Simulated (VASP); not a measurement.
# ZnS (P6_3mc) in VASP: notebook

ZnS is run at these levels: PBE; tasks: single point, relaxation of the atoms.

Everything below comes from runs of VASP 6.6.1. Logs are shortened: lines on timing, memory, paths and dates and some standing lists are left out, and cuts for length are marked.

### 1 The cell of the first run

Symmetry: P6_3mc, No. 186, hexagonal system. The conventional cell has a = 3.820 Å, b = 3.820 Å, c = 24.960 Å, α = 90.00°, β = 90.00°, γ = 120.00°. Within 3.1 Å of Zn (site symmetry 3m) lie 4 S at 2.34 Å. Zn (site symmetry 3m) has 4 S at 2.34 Å within 3.1 Å. Within 3.1 Å of Zn (site symmetry 3m) lie 4 S at 2.34 Å. Within 3.1 Å of Zn (site symmetry 3m) lie 4 S at 2.34 Å. Within 3.1 Å of S (site symmetry 3m) lie 4 Zn at 2.34 Å. S (site symmetry 3m) has 4 Zn at 2.34 Å within 3.1 Å. Within 3.1 Å of S (site symmetry 3m) lie 4 Zn at 2.34 Å. Within 3.1 Å of S (site symmetry 3m) lie 4 Zn at 2.34 Å.

### 2 Single point, PBE

Input file INCAR:

```
SYSTEM = ZnS
ALGO = Normal
EDIFF = 1E-6
ENCUT = 520
GGA = PE
ISIF = 2
ISMEAR = -1
LASPH = .TRUE.
LCHARG = .FALSE.
LREAL = Auto
LUSENCCL = .FALSE.
LWAVE = .FALSE.
NBANDS = 86
NELM = 80
PREC = Accurate
SIGMA = 0.02
```

Input file KPOINTS:

```
k-points
0
G
  8 8 2
  0 0 0
```

Input file POSCAR:

```
ZnS
1.0
    3.8200000000      0.0000000000      0.0000000000
   -1.9100000000      3.3082170425      0.0000000000
    0.0000000000      0.0000000000     24.9600000000
Zn S
8 8
Direct
    0.0000000000      0.0000000000      0.0000028164
    0.0000000000      0.0000000000      0.5000028164
    0.3333333333      0.6666666667      0.1249283418
    0.6666666667      0.3333333333      0.6249283418
    0.3333333333      0.6666666667      0.3750898140
    0.6666666667      0.3333333333      0.8750898140
    0.3333333333      0.6666666667      0.7500143422
    0.6666666667      0.3333333333      0.2500143422
    0.0000000000      0.0000000000      0.0937608225
    0.0000000000      0.0000000000      0.5937608225
    0.3333333333      0.6666666667      0.2186852088
    0.6666666667      0.3333333333      0.7186852088
    0.3333333333      0.6666666667      0.4688336126
    0.6666666667      0.3333333333      0.9688336126
    0.3333333333      0.6666666667      0.8438850417
    0.6666666667      0.3333333333      0.3438850417
```

Potentials or basis: VASP PAW PBE potentials, release 64 (Zn, S).

The run is started by

```sh
$ cat potpaw_PBE.64/Zn/POTCAR potpaw_PBE.64/S/POTCAR > POTCAR
$ mpirun -np 1 vasp_std > vasp.out
```

OUTCAR:

```text
SYSTEM = ZnS
   EDIFF = 1E-6
   ENCUT = 520
   GGA = PE
   ISIF = 2
   ISMEAR = -1
   LASPH = .TRUE.
   LREAL = Auto
   NELM = 80
   PREC = Accurate

 ion  position               nearest neighbor table
   1  0.000  0.000  0.000-  14 2.34  14 2.34  14 2.34   9 2.34
   2  0.000  0.000  0.500-  13 2.34  13 2.34  13 2.34  10 2.34
   3  0.333  0.667  0.125-   9 2.34   9 2.34   9 2.34  11 2.34
   4  0.667  0.333  0.625-  10 2.34  10 2.34  10 2.34  12 2.34
   5  0.333  0.667  0.375-  16 2.34  16 2.34  16 2.34  13 2.34
   6  0.667  0.333  0.875-  15 2.34  15 2.34  15 2.34  14 2.34
[... 8 lines left out ...]
  15  0.333  0.667  0.844-   6 2.34   6 2.34   6 2.34   7 2.34
  16  0.667  0.333  0.344-   5 2.34   5 2.34   5 2.34   8 2.34

  LATTYP: Found a hexagonal cell.
 ALAT       =     3.8200000000
 C/A-ratio  =     6.5340314136

  Lattice vectors:

 A1 = (   3.8200000000,   0.0000000000,   0.0000000000)
 A2 = (  -1.9100000000,   3.3082170425,   0.0000000000)
 A3 = (   0.0000000000,   0.0000000000,  24.9600000000)

Analysis of symmetry for initial positions (statically):
=====================================================================
 Subroutine PRICEL returns:
 Original cell was already a primitive cell.

 Routine SETGRP: Setting up the symmetry group for a
 hexagonal supercell.

 Subroutine GETGRP returns: Found 12 space group operations
 (whereof  6 operations were pure point group operations)
 out of a pool of 24 trial point group operations.

The static configuration has the point symmetry C_3v.
 The point group associated with its full space group is C_6v.

Analysis of symmetry for dynamics (positions and initial velocities):
=====================================================================
 Subroutine PRICEL returns:
 Original cell was already a primitive cell.

 Routine SETGRP: Setting up the symmetry group for a
 hexagonal supercell.

 Subroutine GETGRP returns: Found 12 space group operations
 (whereof  6 operations were pure point group operations)
 out of a pool of 24 trial point group operations.

The dynamic configuration has the point symmetry C_3v.
 The point group associated with its full space group is C_6v.

 Subroutine INISYM returns: Found 12 space group operations
 (whereof  6 operations are pure point group operations),
 and found     1 'primitive' translations

----------------------------------------------------------------------------------------

                                     Primitive cell

  volume of cell :     315.4292

  direct lattice vectors                    reciprocal lattice vectors
     3.820000000  0.000000000  0.000000000     0.261780105  0.151138814 -0.000000000
    -1.910000000  3.308217042  0.000000000     0.000000000  0.302277628  0.000000000
     0.000000000  0.000000000 24.960000000     0.000000000 -0.000000000  0.040064103

  length of vectors
     3.820000000  3.820000000 24.960000000     0.302277628  0.302277628  0.040064103

  position of ions in fractional coordinates (direct lattice)
     0.000000000  0.000000000  0.000002816
     0.000000000  0.000000000  0.500002816
     0.333333333  0.666666667  0.124928342
     0.666666667  0.333333333  0.624928342
     0.333333333  0.666666667  0.375089814
     0.666666667  0.333333333  0.875089814
[... 8 lines left out ...]
     0.333333333  0.666666667  0.843885042
     0.666666667  0.333333333  0.343885042

  ion indices of the primitive-cell ions
   primitive index   ion index
                 1           1
                 2           2
                 3           3
                 4           4
                 5           5
                 6           6
[... 8 lines left out ...]
                15          15
                16          16

----------------------------------------------------------------------------------------

 KPOINTS: k-points

Automatic generation of k-mesh.
 Grid dimensions read from file:
 generate k-points for:    8    8    2

 Generating k-lattice:

  Cartesian coordinates                     Fractional coordinates (reciprocal lattice)
     0.032722513  0.018892352 -0.000000000     0.125000000 -0.000000000  0.000000000
     0.000000000  0.037784703  0.000000000     0.000000000  0.125000000  0.000000000
     0.000000000 -0.000000000  0.020032051     0.000000000  0.000000000  0.500000000

  Length of vectors
     0.037784703  0.037784703  0.020032051

  Shift w.r.t. Gamma in fractional coordinates (k-lattice)
     0.000000000  0.000000000  0.000000000

 Subroutine IBZKPT returns following result:
 ===========================================

 Found     20 irreducible k-points:

 Following reciprocal coordinates:
            Coordinates               Weight
  0.000000  0.000000  0.000000      1.000000
  0.125000  0.000000  0.000000      6.000000
  0.250000  0.000000  0.000000      6.000000
  0.375000  0.000000  0.000000      6.000000
  0.500000  0.000000  0.000000      3.000000
  0.125000  0.125000  0.000000      6.000000
[... 12 lines left out ...]
  0.250000  0.250000  0.500000      6.000000
  0.375000  0.250000  0.500000      6.000000
   k-points           NKPTS =     20   k-points in BZ     NKDIM =     20   number of bands    NBANDS=     86
   number of dos      NEDOS =    301   number of ions     NIONS =     16
   total plane-waves  NPLWV = 150528
   dimension x,y,z NGX =    28 NGY =   28 NGZ =  192
   dimension x,y,z NGXF=    56 NGYF=   56 NGZF=  384
   ions per type =               8   8
   NGX,Y,Z   is equivalent  to a cutoff of  12.19, 12.19, 12.79 a.u.
   NGXF,Y,Z  is equivalent  to a cutoff of  24.37, 24.37, 25.58 a.u.
 SYSTEM =  ZnS
   PREC   = accura    normal or accurate (medium, high low for compatibility)
   ISTART =      0    job   : 0-new  1-cont  2-samecut
   ICHARG =      2    charge: 1-file 2-atom 10-const
   ISPIN  =      1    spin polarized calculation?
   LNONCOLLINEAR =      F non collinear calculations
   LSORBIT =      F    spin-orbit coupling
   LASPH  =      T    aspherical Exc in radial PAW
   ENCUT  =  520.0 eV  38.22 Ry    6.18 a.u.   7.10  7.10 46.41*2*pi/ulx,y,z
   NELM   =     80;   NELMIN=  2; NELMDL= -5     # of ELM steps
   EDIFF  = 0.1E-05   stopping-criterion for ELM
   LREAL  =      T    real-space projection
   EDIFFG = 0.1E-04   stopping-criterion for IOM
   NSW    =      0    number of steps for IOM
   IBRION =     -1    ionic relax: 0-MD 1-quasi-New 2-CG
   NFREE  =      0    steps in history (QN), initial steepest desc. (CG)
   ISIF   =      2    stress and relaxation
   ISYM   =      2    0-nonsym 1-usesym 2-fastsym
   POTIM  = 0.5000    time-step for ionic-motion
   TEBEG  =    0.0;   TEEND  =   0.0 temperature during run
   PSTRESS=    0.0 pullay stress
   NELECT =     144.0000    total number of electrons
   NUPDOWN=      -1.0000    fix difference up-down
   EMIN   =  10.00;   EMAX   =-10.00  energy-range for DOS
   EFERMI =   0.00;   METHOD = LEGACY
   ISMEAR =    -1;   SIGMA  =   0.02  broadening in eV -4-tet -1-fermi 0-gaus
   EFERMI_NEDOS =   21; number of points for ismear=-14 and -15
   IALGO  =     38    algorithm
   IMIX   =      4    mixing-type and parameters
     AMIX     =   0.40;   BMIX     =  1.00
     AMIX_MAG =   1.60;   BMIX_MAG =  1.00
  volume/ion in A,a.u.               =      19.71       133.04
  Fermi-wavevector in a.u.,A,eV,Ry     =   1.260555  2.382103 21.619631  1.588998
  Thomas-Fermi vector in A             =   2.394058
   LORBIT       =      0    0 simple, 1 ext, 2 COOP (PROOUT), +10 PAW based schemes
   GGA     = PE    functional components
   LHFCALC =     F    Hartree Fock is set to
   AEXX    =    0.0000 exact exchange contribution
   IVDW    =     0    specifies the selected vdW correction
   LEPSILON=     F    determine dielectric tensor
   LRPA    =     F    only Hartree local field effects (RPA)
 non-spin polarized calculation
  energy-cutoff  :      520.00
  volume of cell :      315.43
 maximum number of plane-waves:      8545
   NGX = 15   NGY = 15   NGZ = 93

 number of electron     143.9999938 magnetization

 Free energy of the ion-electron system (eV)
  ---------------------------------------------------
  ext. energy  EPLUGINS =         0.00000000
  ---------------------------------------------------
  free energy    TOTEN  =       -54.76947145 eV

  energy without entropy =      -54.76947145  energy(sigma->0) =      -54.76947145

 E-fermi :   2.5422     XC(G=0):  -9.6312

 val. band max:        2.1162891544   @ k =   0.0000   0.0000   0.0000
 cond. band min:       4.2521822290   @ k =   0.0000   0.0000   0.0000
 fundamental gap:      2.1358930745
 Fermi energy:         2.5421631330

 k-point     1 :       0.0000    0.0000    0.0000
  band No.  band energies     occupation
      1     -11.0336      2.00000
      2     -10.9191      2.00000
      3     -10.9133      2.00000
      4     -10.6121      2.00000
      5     -10.6077      2.00000
      6     -10.2664      2.00000
[... 76 lines left out ...]
     83       8.4768      0.00000
     84       8.4771      0.00000

 k-point     2 :       0.1250    0.0000    0.0000
  band No.  band energies     occupation
      1     -10.9292      2.00000
      2     -10.8194      2.00000
      3     -10.8137      2.00000
      4     -10.5262      2.00000
      5     -10.5217      2.00000
      6     -10.1991      2.00000
[... 1555 lines left out ...]
     83       8.0778      0.00000
     84       8.0778      0.00000

 k-point    20 :       0.3750    0.2500    0.5000
  band No.  band energies     occupation
      1      -9.9487      2.00000
      2      -9.9487      2.00000
      3      -9.9107      2.00000
      4      -9.9107      2.00000
      5      -9.8578      2.00000
      6      -9.8578      2.00000
[... 76 lines left out ...]
     83       8.0842      0.00000
     84       8.0842      0.00000
 [bands above 84 left out]

------------------------ aborting loop because EDIFF is reached ----------------------------------------

  FORCE on cell =-STRESS in cart. coord.  units (eV):
  Direction    XX          YY          ZZ          XY          YZ          ZX
  --------------------------------------------------------------------------------------
  -------------------------------------------------------------------------------------
  Total        3.5279681      3.5279681      3.6158351      0.0000000      0.0000000      0.0000000
  in kB       17.9198055     17.9198055     18.3661134      0.0000000      0.0000000      0.0000000
  external PRESSURE =      18.0685748 kB  Pullay stress =       0.0000000 kB

 VOLUME and BASIS-vectors are now :
 -----------------------------------------------------------------------------
  energy-cutoff  :      520.00
  volume of cell :      315.43
      direct lattice vectors                 reciprocal lattice vectors
     3.820000000  0.000000000  0.000000000     0.261780105  0.151138814 -0.000000000
    -1.910000000  3.308217042  0.000000000     0.000000000  0.302277628  0.000000000
     0.000000000  0.000000000 24.960000000     0.000000000 -0.000000000  0.040064103

 POSITION                                       TOTAL-FORCE (eV/Angst)
 -----------------------------------------------------------------------------------
      0.00000      0.00000      0.00007        -0.000000     -0.000000      0.005153
      0.00000      0.00000     12.48007        -0.000000     -0.000000      0.005153
     -0.00000      2.20548      3.11821         0.000000      0.000000      0.006444
      1.91000      1.10274     15.59821        -0.000000     -0.000000      0.006444
     -0.00000      2.20548      9.36224        -0.000000     -0.000000      0.009282
      1.91000      1.10274     21.84224         0.000000     -0.000000      0.009282
[... 8 lines left out ...]
     -0.00000      2.20548     21.06337         0.000000     -0.000000      0.003306
      1.91000      1.10274      8.58337        -0.000000     -0.000000      0.003306
 -----------------------------------------------------------------------------------
    total drift:                               -0.000002     -0.000004      0.000102

  FREE ENERGIE OF THE ION-ELECTRON SYSTEM (eV)
  ---------------------------------------------------
  free  energy   TOTEN  =       -54.7694714465 eV

  energy  without entropy=      -54.7694714464  energy(sigma->0) =      -54.76947145
```

It took 6.1 min on 1 × NVIDIA H100 80GB with 1 thread of AMD EPYC 7R13 (Zen 3), shared host; peak memory 1.6 GiB.

What came out:

| Quantity | Value |
| --- | --- |
| Free energy | -54.7695 eV |
| Pressure | 1.8 GPa |
| Largest force | 0.011 eV/Å |
| Band gap on the k mesh | 2.14 eV |

Forces on the atoms (eV/Å):
```
Zn   0.000  0.000  0.005
Zn   0.000  0.000  0.005
Zn   0.000  0.000  0.006
Zn   0.000  0.000  0.006
Zn   0.000  0.000  0.009
Zn   0.000  0.000  0.009
Zn   0.000  0.000  0.002
Zn   0.000  0.000  0.002
S    0.000  0.000 -0.005
S    0.000  0.000 -0.005
S    0.000  0.000 -0.011
S    0.000  0.000 -0.011
S    0.000  0.000 -0.010
S    0.000  0.000 -0.010
S    0.000  0.000  0.003
S    0.000  0.000  0.003
```

### 3 Relaxation of the atoms, PBE

Input file INCAR:

```
SYSTEM = ZnS
PREC     = Accurate       ! precision mode
ENCUT    = 520            ! plane-wave cutoff, eV
EDIFF    = 1E-6           ! SCF threshold, eV
ISMEAR   = -1             ! smearing method
SIGMA    = 0.02           ! smearing width, eV
LREAL    = Auto         
LASPH    = .True.         ! aspherical terms in the spheres
NELM     = 100            ! most SCF steps
ALGO     = Normal         ! electronic algorithm
ISIF     = 2              ! what is computed and relaxed
LWAVE    = .False.        ! write WAVECAR
LCHARG   = .False.        ! write CHGCAR
GGA      = PE             ! functional
IBRION   = 2              ! ionic algorithm
NSW      = 80             ! ionic steps
EDIFFG   = -0.02          ! ionic threshold
LUSENCCL = .False.
```

Input file KPOINTS:

```
regular mesh
0
Gamma
  8 8 2
  0 0 0
```

Input file POSCAR:

```
ZnS
1.0
    3.8200000000      0.0000000000      0.0000000000
   -1.9100000000      3.3082170425      0.0000000000
    0.0000000000      0.0000000000     24.9600000000
Zn S
8 8
Direct
    0.0000000000      0.0000000000      0.0000000000
    0.0000000000      0.0000000000      0.5000000000
    0.3333333333      0.6666666667      0.1250000000
    0.6666666667      0.3333333333      0.6250000000
    0.3333333333      0.6666666667      0.3750000000
    0.6666666667      0.3333333333      0.8750000000
    0.3333333333      0.6666666667      0.7500000000
    0.6666666667      0.3333333333      0.2500000000
    0.0000000000      0.0000000000      0.0938000000
    0.0000000000      0.0000000000      0.5938000000
    0.3333333333      0.6666666667      0.2188000000
    0.6666666667      0.3333333333      0.7188000000
    0.3333333333      0.6666666667      0.4688000000
    0.6666666667      0.3333333333      0.9688000000
    0.3333333333      0.6666666667      0.8438000000
    0.6666666667      0.3333333333      0.3438000000
```

Potentials or basis: VASP PAW PBE potentials, release 64 (Zn, S).

The run is started by

```sh
$ cat potpaw_PBE.64/Zn/POTCAR potpaw_PBE.64/S/POTCAR > POTCAR
$ mpirun -np 1 vasp_std > vasp.out
```

OUTCAR:

```text
SYSTEM = ZnS
   PREC = Accurate
   ENCUT = 520
   EDIFF = 1E-6
   ISMEAR = -1
   LREAL = Auto
   LASPH = .True.
   NELM = 100
   ISIF = 2
   GGA = PE
   IBRION = 2
   NSW = 80
   EDIFFG = -0.02

 ion  position               nearest neighbor table
   1  0.000  0.000  0.000-  14 2.34  14 2.34  14 2.34   9 2.34
   2  0.000  0.000  0.500-  13 2.34  13 2.34  13 2.34  10 2.34
   3  0.333  0.667  0.125-   9 2.34   9 2.34   9 2.34  11 2.34
   4  0.667  0.333  0.625-  10 2.34  10 2.34  10 2.34  12 2.34
   5  0.333  0.667  0.375-  16 2.34  16 2.34  16 2.34  13 2.34
   6  0.667  0.333  0.875-  15 2.34  15 2.34  15 2.34  14 2.34
[... 8 lines left out ...]
  15  0.333  0.667  0.844-   6 2.34   6 2.34   6 2.34   7 2.34
[... 2027 lines left out ...]
  external PRESSURE =      18.0383488 kB  Pullay stress =       0.0000000 kB

 VOLUME and BASIS-vectors are now :
 -----------------------------------------------------------------------------
  energy-cutoff  :      520.00
  volume of cell :      315.43
      direct lattice vectors                 reciprocal lattice vectors
     3.820000000  0.000000000  0.000000000     0.261780105  0.151138814 -0.000000000
    -1.910000000  3.308217042  0.000000000     0.000000000  0.302277628  0.000000000
     0.000000000  0.000000000 24.960000000     0.000000000 -0.000000000  0.040064103

 POSITION                                       TOTAL-FORCE (eV/Angst)
 -----------------------------------------------------------------------------------
      3.82000      0.00000      0.00031        -0.000000      0.000000      0.002613
      3.82000      0.00000     12.48031         0.000000     -0.000000      0.002613
     -0.00000      2.20548      3.12039        -0.000000      0.000000     -0.003912
      1.91000      1.10274     15.60039         0.000000     -0.000000     -0.003912
     -0.00000      2.20548      9.36083        -0.000000     -0.000000      0.012320
      1.91000      1.10274     21.84083         0.000000     -0.000000      0.012320
[... 8 lines left out ...]
     -0.00000      2.20548     21.06217         0.000000      0.000000      0.008517
      1.91000      1.10274      8.58217         0.000000     -0.000000      0.008517
 -----------------------------------------------------------------------------------
    total drift:                               -0.000002     -0.000004      0.006982

  FREE ENERGIE OF THE ION-ELECTRON SYSTEM (eV)
  ---------------------------------------------------
  free  energy   TOTEN  =       -54.7694050319 eV

  energy  without entropy=      -54.7694050318  energy(sigma->0) =      -54.76940503

 reached required accuracy - stopping structural energy minimisation
```

Wall time 6.2 min (1 × NVIDIA H100 80GB with 1 thread of AMD EPYC 7R13 (Zen 3), shared host); peak memory 1.6 GiB.

What came out:

```yaml
Free_energy: -54.7694 eV
Ionic_steps: 2
Pressure_after_relaxing: 1.8 GPa
Largest_force_after_relaxing: 0.015 eV/Å
Band_gap_on_the_k_mesh: 2.14 eV
```

Forces in eV/Å, atoms in the order of the input:
```
Zn   0.000  0.000  0.003
Zn   0.000  0.000  0.003
Zn   0.000  0.000 -0.004
Zn   0.000  0.000 -0.004
Zn   0.000  0.000  0.012
Zn   0.000  0.000  0.012
Zn   0.000  0.000  0.002
Zn   0.000  0.000  0.002
S    0.000  0.000 -0.004
S    0.000  0.000 -0.004
S    0.000  0.000 -0.015
S    0.000  0.000 -0.015
S    0.000  0.000 -0.003
S    0.000  0.000 -0.003
S    0.000  0.000  0.009
S    0.000  0.000  0.009
```

Final structure:
```xyz
16
Lattice="3.8200 0.0000 0.0000 -1.9100 3.3082 0.0000 0.0000 0.0000 24.9600" Properties=species:S:1:pos:R:3 pbc="T T T"
Zn    3.8200    0.0000    0.0003
Zn    3.8200    0.0000   12.4803
Zn    0.0000    2.2055    3.1204
Zn    1.9100    1.1027   15.6004
Zn    0.0000    2.2055    9.3608
Zn    1.9100    1.1027   21.8408
Zn    0.0000    2.2055   18.7201
Zn    1.9100    1.1027    6.2401
S     3.8200    0.0000    2.3410
S     3.8200    0.0000   14.8210
S     0.0000    2.2055    5.4595
S     1.9100    1.1027   17.9395
S     0.0000    2.2055   11.7007
S     1.9100    1.1027   24.1807
S     0.0000    2.2055   21.0622
S     1.9100    1.1027    8.5822
```
